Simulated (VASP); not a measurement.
Here is a VASP 6.6.1 calculation.

File INCAR:

```
PREC = Accurate ; ENCUT = 520
EDIFF = 1E-8 ; ISMEAR = 0
SIGMA = 0.01 ; LREAL = F
LASPH = T ; NELM = 80
ALGO = Normal ; ISIF = 2
LWAVE = F ; LCHARG = F
METAGGA = R2SCAN ; LMIXTAU = T
LCALCEPS = T
```

File KPOINTS:

```
regular mesh
0
Gamma
  6 6 6
```

File POSCAR:

```
ZnS
1.0
    0.0893056153      2.7025688719      2.7025688719
    2.7025688719      0.0893056153      2.7025688719
    2.7025688719      2.7025688719      0.0893056153
Zn S
1 1
Direct
    0.0031629210      0.0031629210      0.0031629210
    0.2468370790      0.2468370790      0.2468370790
```

Potentials or basis: VASP PAW PBE potentials, release 64 (Zn, S).

Launch:

```sh
$ cat potpaw_PBE.64/Zn/POTCAR potpaw_PBE.64/S/POTCAR > POTCAR
$ mpirun -np 1 vasp_std > vasp.out
```

(1) Estimate the electronic dielectric tensor (diagonal).

(2) Predict the Born charges (mean of the diagonal).

(3) Predict the band gap on the k mesh.

Answers

(1) 5.38.

(2) Zn +1.94; S -1.94 e.

(3) 2.73 eV.

Caveat: the cell differs from its parent crystal (epitaxial 111 strain -3.0%).
